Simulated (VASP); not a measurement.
SiC: relaxation of the atoms with LDA

SiC, a slab with vacuum:

```xyz
8
Lattice="3.0563 0.0000 0.0000 -1.5282 2.6468 0.0000 0.0000 0.0000 22.1476" Properties=species:S:1:pos:R:3 pbc="T T T"
C     0.0000    1.7646    7.0000
C     1.5282    0.8823    9.5082
C     0.0000    1.7646   12.0163
C     1.5282    0.8823   14.5245
Si    1.5282    0.8823    7.6231
Si    0.0000    1.7646   10.1312
Si    1.5282    0.8823   12.6394
Si    0.0000    1.7646   15.1476
```

```json
{
  "Program": "VASP 6.6.1",
  "Task": "relaxation of the atoms",
  "Functional": "LDA",
  "Potentials or basis": "VASP PAW LDA potentials, release 64 (C, Si)",
  "Cutoff": "520 eV",
  "k mesh": "9 × 9 × 1",
  "Occupations": "gaussian, width 0.05 eV",
  "Spin": "no spin polarisation",
  "Dipole correction": "yes",
  "Atoms held fixed (from 0)": "[0, 4, 1, 5]",
  "Further INCAR settings": "ALGO = Normal; EDIFF = 1e-07; IBRION = 2; EDIFFG = -0.03; NSW = 70"
}
```

* Energy gained by relaxing: 4.0 meV/atom
* Ionic steps: 10
* Band gap on the k mesh: zero (bands 16 and 17 overlap by 0.36 eV)

Step by step:
```csv
step,energy change (eV),largest force on free atoms (eV/Å),pressure (GPa)
1,0.0000,0.8137,-0.12
2,-0.0253,0.4994,0.03
3,-0.0279,0.2235,-0.02
4,-0.0308,0.0901,0.05
5,-0.0309,0.1112,0.06
6,-0.0313,0.0393,0.06
7,-0.0314,0.0459,0.06
8,-0.0315,0.0357,0.04
9,-0.0317,0.0414,-0.03
10,-0.0319,0.0178,-0.04
```

Final structure:
```xyz
8
Lattice="3.0563 0.0000 0.0000 -1.5282 2.6468 0.0000 0.0000 0.0000 22.1476" Properties=species:S:1:pos:R:3 pbc="T T T"
C     0.0000    1.7646    7.0000
C     1.5282    0.8823    9.5082
C     0.0000    1.7646   12.0443
C     1.5282    0.8823   14.5756
Si    1.5282    0.8823    7.6231
Si    0.0000    1.7646   10.1312
Si    1.5282    0.8823   12.6311
Si    0.0000    1.7646   15.1364
```

Levels at points of the mesh, in eV from the Fermi level:
```
           k point  band 12  band 13  band 14  band 15  band 16  band 17  band 18  band 19  band 20  band 21
(0.00, 0.00, 0.00)    -1.36    -1.36    -0.70     0.14     0.19     0.19     3.92     4.23     4.89     5.52
```

Run time: 4.8 min on 1 thread of AMD EPYC 9R45 96-Core Processor (Zen 5), with other jobs on the host, peak memory 0.22 GiB.
